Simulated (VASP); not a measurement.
Write the native input for VASP 6.6.1 that does the following.

| Property | Result |
| --- | --- |
| Task | single point |
| Functional | LDA |
| Potentials or basis | VASP PAW LDA potentials, release 64 (Al, Ti_sv, H) |
| Cutoff | 520 eV |
| k mesh | 6 × 6 × 1 |
| Occupations | gaussian, width 0.1 eV |
| Spin | no spin polarisation |
| Dipole correction | yes |
| Further INCAR settings | ALGO = Normal; EDIFF = 1e-06; NBANDS = 33 |

The structure of TiAl3H lies in POSCAR:

```
TiAl3H
1.0
    5.0133158832      0.0000000000      0.0000000000
    2.1650041019      4.5217356605      0.0000000000
    0.0000000000      0.0000000000     22.0677223531
Al Ti H
6 2 2
Direct
    0.5000000000      0.0000000000      0.1812602105
    0.0000000000      0.5000000000      0.1812602105
    0.0000000000      0.0000000000      0.2418017965
    0.0000000000      0.5000000000      0.3061179612
    0.5000000000      0.0000000000      0.3061179612
    0.5000000000      0.5000000000      0.3655892631
    0.5000000000      0.5000000000      0.2418017965
    0.0000000000      0.0000000000      0.3624433202
    0.0000000000     -0.1177863142      0.4834083999
    0.0000000000      0.1177863142      0.4834083999
```

The input as run:

INCAR

```
SYSTEM = TiAl3H
ALGO = Normal
DIPOL = 0.5 0.5 0.315
EDIFF = 1E-6
ENCUT = 520
GGA = CA
IDIPOL = 3
ISIF = 2
ISMEAR = 0
LASPH = .True.
LCHARG = .False.
LDIPOL = .True.
LREAL = .False.
LWAVE = .False.
NBANDS = 33
NELM = 80
PREC = Accurate
SIGMA = 0.1
```

KPOINTS

```
k-points
0
Gamma
  6 6 1
  0 0 0
```

Potentials or basis: VASP PAW LDA potentials, release 64 (Al, Ti_sv, H).

The run is started by

```console
$ cat potpaw_LDA.64/Al/POTCAR potpaw_LDA.64/Ti_sv/POTCAR potpaw_LDA.64/H/POTCAR > POTCAR
$ mpirun -np 1 vasp_std > vasp.out
```

Results of the run:

The largest force is 3.693 eV/Å and the band gap on the k mesh is zero (bands 22 and 23 overlap by 0.36 eV).

It took 8.7 min on 1 thread of Intel(R) Xeon(R) 6975P-C (Granite Rapids) (shared host), peak memory 0.59 GiB.
